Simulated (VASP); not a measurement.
# MgH12Cl2O6 in VASP: further runs, part 3 of 3

VASP 6.6.1. The steps go on from the part before.

**5. Single point, PBE+D3(BJ)**

The input, INCAR:

```
PREC     = Accurate       # precision mode
ENCUT    = 520            # plane-wave cutoff, eV
EDIFF    = 1E-6           # SCF threshold, eV
ISMEAR   = -1             # smearing method
SIGMA    = 0.05           # smearing width, eV
LREAL    = False          # projectors in reciprocal space
LASPH    = True           # aspherical terms in the spheres
NELM     = 120            # most SCF steps
ALGO     = Normal         # electronic algorithm
ISIF     = 2              # what is computed and relaxed
LWAVE    = False          # write WAVECAR
LCHARG   = False          # write CHGCAR
GGA      = PE             # functional
IVDW     = 12             # dispersion correction
NBANDS   = 48             # bands
GGA_COMPAT= False
```

The input, KPOINTS:

```
regular mesh
0
Gamma
  1 1 1
```

The input, POSCAR:

```
MgH12Cl2O6
1.0
    6.0495890000      0.0000000000      0.0000000000
    0.0000000000      6.0495890000      0.0000000000
    0.0000000000      0.0000000000      6.0495890000
O H Mg Cl
6 12 1 2
Direct
    0.8609675798      0.8473633498      0.8836798665
    0.6166534619      0.6804759794      0.3307001517
    0.1059906714      0.6269351521      0.6209843346
    0.4131024438     -0.0443005302      0.6083884376
    0.5331601866      0.4295498421     -0.0322831849
    0.1348521362      0.5197212571      0.1597794495
    0.8506362994      0.9858851568      0.7919711570
    0.9533705513      0.9033175642      1.0104157489
    0.6353489468      0.5869489646      0.2023939147
    0.7349590195      0.7886486173      0.3324523368
    0.0161167974      0.7318348404      0.7355706313
    0.0022976768      0.4978024127      0.6094794208
    0.4023413822     -0.1080899876      0.7641676154
    0.5437228876      0.0490446541      0.5784194596
    0.5042987218      0.2678033169     -0.0420855037
    0.5819734200      0.4823964074     -0.1750366843
    0.2332224553      0.4209046267      0.0692443735
    0.0379199314      0.4242106365      0.2425949928
    0.2931108212      0.7437695354      0.3641900301
    0.8297588481      0.2064603066      0.4979511831
    0.2885981180      0.0377215708      1.1079430355
```

Potentials or basis: VASP PAW PBE potentials, release 64 (O, H, Mg, Cl).

Command:

```
$ cat potpaw_PBE.64/O/POTCAR potpaw_PBE.64/H/POTCAR potpaw_PBE.64/Mg/POTCAR potpaw_PBE.64/Cl/POTCAR > POTCAR
$ mpirun -np 1 vasp_gam > vasp.out
```

OUTCAR:

```text
PREC = Accurate
   ENCUT = 520
   EDIFF = 1E-6
   ISMEAR = -1
   LREAL = False
   LASPH = True
   NELM = 120
   ISIF = 2
   GGA = PE
   IVDW = 12
 IVDW          = 12

 ion  position               nearest neighbor table
   1  0.861  0.847  0.884-   7 1.01   8 1.01
   2  0.617  0.680  0.331-   9 0.97  10 0.97  19 2.00
   3  0.106  0.627  0.621-  12 1.00  11 1.09  19 2.05
   4  0.413  0.956  0.608-  14 0.99  13 1.02  19 2.09
   5  0.533  0.430  0.968-  16 0.97  15 1.00
   6  0.135  0.520  0.160-  18 0.96  17 1.01  19 2.07
   7  0.851  0.986  0.792-   1 1.01
   8  0.953  0.903  0.010-   1 1.01
   9  0.635  0.587  0.202-   2 0.97
  10  0.735  0.789  0.332-   2 0.97
  11  0.016  0.732  0.736-   3 1.09
  12  0.002  0.498  0.609-   3 1.00
  13  0.402  0.892  0.764-   4 1.02
  14  0.544  0.049  0.578-   4 0.99
  15  0.504  0.268  0.958-   5 1.00
  16  0.582  0.482  0.825-   5 0.97
  17  0.233  0.421  0.069-   6 1.01
  18  0.038  0.424  0.243-   6 0.96
[... 205 lines left out ...]
 fundamental gap:      4.3866813921
 Fermi energy:        -0.4092173373

 k-point     1 :       0.0000    0.0000    0.0000
  band No.  band energies     occupation
      1     -21.5281      2.00000
      2     -21.1680      2.00000
      3     -21.0545      2.00000
      4     -20.7983      2.00000
      5     -20.3934      2.00000
      6     -19.8864      2.00000
[... 36 lines left out ...]
     43       8.3514      0.00000
     44       8.8836      0.00000
 [bands above 44 left out]

------------------------ aborting loop because EDIFF is reached ----------------------------------------

 Edisp (eV)   -1.32737

 E8    (eV) :    -0.3537

  FORCE on cell =-STRESS in cart. coord.  units (eV):
  Direction    XX          YY          ZZ          XY          YZ          ZX
  --------------------------------------------------------------------------------------
  -------------------------------------------------------------------------------------
  Total       0.63599    -0.55443    -0.78007    -1.95611     0.61264     0.29429
  in kB       4.60242    -4.01216    -5.64503   -14.15556     4.43343     2.12964
  external pressure =       -1.68 kB  Pullay stress =        0.00 kB

 VOLUME and BASIS-vectors are now :
 -----------------------------------------------------------------------------
  energy-cutoff  :      520.00
  volume of cell :      221.40
      direct lattice vectors                 reciprocal lattice vectors
     6.049589000  0.000000000  0.000000000     0.165300486  0.000000000  0.000000000
     0.000000000  6.049589000  0.000000000     0.000000000  0.165300486  0.000000000
     0.000000000  0.000000000  6.049589000     0.000000000  0.000000000  0.165300486

 POSITION                                       TOTAL-FORCE (eV/Angst)
 -----------------------------------------------------------------------------------
      5.20850      5.12620      5.34590         0.407031      1.274082      0.397468
      3.73050      4.11660      2.00060        -0.069341     -0.045653      0.435390
      0.64120      3.79270      3.75670        -1.196706      0.452900      0.521851
      2.49910      5.78159      3.68050        -0.798522     -1.306732      1.400432
      3.22540      2.59860      5.85429         0.001624     -0.385528      0.142273
      0.81580      3.14410      0.96660         0.678519      0.161909     -0.293051
[... 13 lines left out ...]
      5.01970      1.24900      3.01240         0.087797     -0.132814     -0.002321
      1.74590      0.22820      0.65301        -0.317332     -0.154799     -0.196659
 -----------------------------------------------------------------------------------
    total drift:                               -0.000284     -0.000287      0.000378

  FREE ENERGIE OF THE ION-ELECTRON SYSTEM (eV)
  ---------------------------------------------------
  free  energy   TOTEN  =       -99.5233019873 eV

  energy  without entropy=      -99.5233019873  energy(sigma->0) =      -99.52330199
```

stdout:

```text
POSCAR found type information on POSCAR O H MgCl
 POSCAR found :  4 types and      21 ions
 scaLAPACK will be used
 -----------------------------------------------------------------------------
|                                                                             |
|                                                                             |
|     You have a (more or less) 'large supercell' and for larger cells it     |
|     might be more efficient to use real-space projection operators.         |
|     Therefore, try LREAL= Auto in the INCAR file.                           |
|     Mind: For very accurate calculation, you might also keep the            |
|     reciprocal projection scheme (i.e. LREAL=.FALSE.).                      |
|                                                                             |
 -----------------------------------------------------------------------------

 LDA part: xc-table for (Slater+PW92), standard interpolation
 POSCAR, INCAR and KPOINTS ok, starting setup
 FFT: planning ... GRIDC
 FFT: planning ... GRID_SOFT
 FFT: planning ... GRID
 WAVECAR not read
 entering main loop
```

It took 15 s on 1 thread of Intel Xeon 6975P-C (Granite Rapids), shared host; peak memory 0.32 GiB.

What came out:

```yaml
Free_energy: -99.5233 eV
Pressure: -0.2 GPa
Largest_force: 2.184 eV/Å
Band_gap_on_the_k_mesh: 4.39 eV
Dispersion_energy_per_atom: -0.063 eV
```

Forces on the atoms (eV/Å):
```
O    0.407  1.274  0.397
O   -0.069 -0.046  0.435
O   -1.197  0.453  0.522
O   -0.799 -1.307  1.400
O    0.002 -0.386  0.142
O    0.679  0.162 -0.293
H   -0.133 -0.407  0.003
H   -0.198 -0.403 -0.703
H    0.279 -0.706 -0.881
H   -0.116  0.284  0.114
H    0.729 -0.903 -0.775
H    0.641  0.284 -0.151
H    0.550  1.287 -1.676
H    0.179 -0.007  0.418
H    0.257  0.534  0.039
H    0.117 -0.131 -0.338
H   -0.551  0.798  0.491
H   -0.479 -0.768  0.357
Mg  -0.068  0.274  0.696
Cl   0.088 -0.133 -0.002
Cl  -0.317 -0.155 -0.197
```

Stress tensor (GPa, compression positive):
```
 0.46 -1.42  0.21
-1.42 -0.40  0.44
 0.21  0.44 -0.56
```

Caveat: the k points lie up to 1.04 Å⁻¹ apart.

**6. Single point, PBE+D3(BJ)**

The input, INCAR:

```
SYSTEM = MgH12Cl2O6
PREC = Accurate
ENCUT = 520
EDIFF = 1E-6
ISMEAR = -1
SIGMA = 0.05
LREAL = .False.
LASPH = .True.
NELM = 120
ALGO = Normal
ISIF = 2
LWAVE = .False.
LCHARG = .False.
GGA = PE
IVDW = 12
NBANDS = 48
GGA_COMPAT = .False.
```

The input, KPOINTS:

```
regular mesh
0
Gamma
  1 1 1
  0 0 0
```

The input, POSCAR:

```
MgH12Cl2O6
1.0
    6.0495890000      0.0000000000      0.0000000000
    0.0000000000      6.0495890000      0.0000000000
    0.0000000000      0.0000000000      6.0495890000
O H Mg Cl
6 12 1 2
Direct
    0.8603559680      0.8875148378      0.8921763115
    0.6006689049      0.6655989357      0.3065828108
    0.0726991536      0.6104712237      0.6499615098
    0.3897785453     -0.0562352252      0.6317123362
    0.5143489913      0.4352692390     -0.0433087273
    0.1064204527      0.5083651137      0.1953190539
    0.8418588436      1.0140358295      0.7820531279
    0.9777523729      0.9481966461      0.9872902110
    0.5805353058      0.5921889900      0.1575974831
    0.6933198272      0.7964508002      0.2801182031
   -0.0151415245      0.7263964544      0.7396700834
   -0.0333080479      0.4889918968      0.6219430775
    0.3875469887     -0.0749637703      0.7867146016
    0.5404334080      0.0088766361      0.5946354372
    0.4604279729      0.2929455208      0.0120669355
    0.5932469131      0.4168051747     -0.1835827194
    0.1272152538      0.4566425918      0.0363495768
   -0.0002314207      0.4088872814      0.2718035886
    0.2835564532      0.7375872973      0.3936135166
    0.8164852191      0.2056172742      0.5056541858
    0.2625302314      0.0077691228      1.1237788220
```

Potentials or basis: VASP PAW PBE potentials, release 64 (O, H, Mg, Cl).

Command:

```
$ cat potpaw_PBE.64/O/POTCAR potpaw_PBE.64/H/POTCAR potpaw_PBE.64/Mg/POTCAR potpaw_PBE.64/Cl/POTCAR > POTCAR
$ mpirun -np 1 vasp_gam > vasp.out
```

OUTCAR:

```text
SYSTEM = MgH12Cl2O6
   PREC = Accurate
   ENCUT = 520
   EDIFF = 1E-6
   ISMEAR = -1
   LREAL = .False.
   LASPH = .True.
   NELM = 120
   ISIF = 2
   GGA = PE
   IVDW = 12
 IVDW          = 12

 ion  position               nearest neighbor table
   1  0.860  0.888  0.892-   8 0.99   7 1.02
   2  0.601  0.666  0.307-  10 0.98   9 1.01  19 2.04
   3  0.073  0.610  0.650-  12 0.99  11 1.03  19 2.15
   4  0.390  0.944  0.632-  13 0.94  14 1.02  19 2.01
[... 279 lines left out ...]
  -------------------------------------------------------------------------------------
  Total      -0.13679     0.70183     0.34142    -1.99227     0.25895     2.52368
  in kB      -0.98992     5.07883     2.47075   -14.41722     1.87392    18.26282
  external pressure =        2.19 kB  Pullay stress =        0.00 kB

 VOLUME and BASIS-vectors are now :
 -----------------------------------------------------------------------------
  energy-cutoff  :      520.00
  volume of cell :      221.40
      direct lattice vectors                 reciprocal lattice vectors
     6.049589000  0.000000000  0.000000000     0.165300486  0.000000000  0.000000000
     0.000000000  6.049589000  0.000000000     0.000000000  0.165300486  0.000000000
     0.000000000  0.000000000  6.049589000     0.000000000  0.000000000  0.165300486

 POSITION                                       TOTAL-FORCE (eV/Angst)
 -----------------------------------------------------------------------------------
      5.20480      5.36910      5.39730        -0.709369      0.894577     -0.938218
      3.63380      4.02660      1.85470        -0.053311      0.384941     -0.039223
      0.43980      3.69310      3.93200        -0.048089      0.559855     -0.199458
      2.35800      5.70939      3.82160         1.580166      0.478000     -1.804551
      3.11160      2.63320      5.78759         0.102602      0.356389     -0.270911
      0.64380      3.07540      1.18160        -0.091432     -0.547697     -1.173629
[... 13 lines left out ...]
      4.93940      1.24390      3.05900        -0.297196     -0.173800     -0.051562
      1.58820      0.04700      0.74881         0.165167      0.722868     -0.198264
 -----------------------------------------------------------------------------------
    total drift:                               -0.000198      0.000907      0.000303

  FREE ENERGIE OF THE ION-ELECTRON SYSTEM (eV)
  ---------------------------------------------------
  free  energy   TOTEN  =       -99.7659363303 eV

  energy  without entropy=      -99.7659363302  energy(sigma->0) =      -99.76593633
```

stdout:

```text
POSCAR found type information on POSCAR O H MgCl
 POSCAR found :  4 types and      21 ions
 scaLAPACK will be used
 -----------------------------------------------------------------------------
|                                                                             |
|                                                                             |
|     You have a (more or less) 'large supercell' and for larger cells it     |
|     might be more efficient to use real-space projection operators.         |
|     Therefore, try LREAL= Auto in the INCAR file.                           |
|     Mind: For very accurate calculation, you might also keep the            |
|     reciprocal projection scheme (i.e. LREAL=.FALSE.).                      |
|                                                                             |
 -----------------------------------------------------------------------------

 LDA part: xc-table for (Slater+PW92), standard interpolation
 POSCAR, INCAR and KPOINTS ok, starting setup
 FFT: planning ... GRIDC
 FFT: planning ... GRID_SOFT
 FFT: planning ... GRID
 WAVECAR not read
 entering main loop
```

Run time: 15 s. Hardware: 1 thread of Intel Xeon 6975P-C (Granite Rapids), shared host; peak memory 0.32 GiB.

Results:

| Item | Value |
| --- | --- |
| Free energy | -99.7659 eV |
| Pressure | 0.2 GPa |
| Largest force | 2.446 eV/Å |
| Band gap on the k mesh | 4.65 eV |
| Dispersion energy per atom | -0.063 eV |

Forces on the atoms (eV/Å):
```
O   -0.709  0.895 -0.938
O   -0.053  0.385 -0.039
O   -0.048  0.560 -0.199
O    1.580  0.478 -1.805
O    0.103  0.356 -0.271
O   -0.091 -0.548 -1.174
H    0.000 -0.768  0.444
H    0.335 -0.159  0.336
H    0.402 -0.119  0.045
H   -0.251 -0.321 -0.021
H    0.310 -0.340 -0.009
H    0.214  0.000 -0.151
H   -0.148 -0.280  1.638
H   -1.084 -0.095  0.199
H    0.130 -0.315 -0.178
H   -0.155 -0.325  0.233
H   -0.174  0.682  1.980
H    0.360  0.058 -0.399
Mg  -0.590 -0.693  0.560
Cl  -0.297 -0.174 -0.052
Cl   0.165  0.723 -0.198
```

Caveat: the k points lie up to 1.04 Å⁻¹ apart.
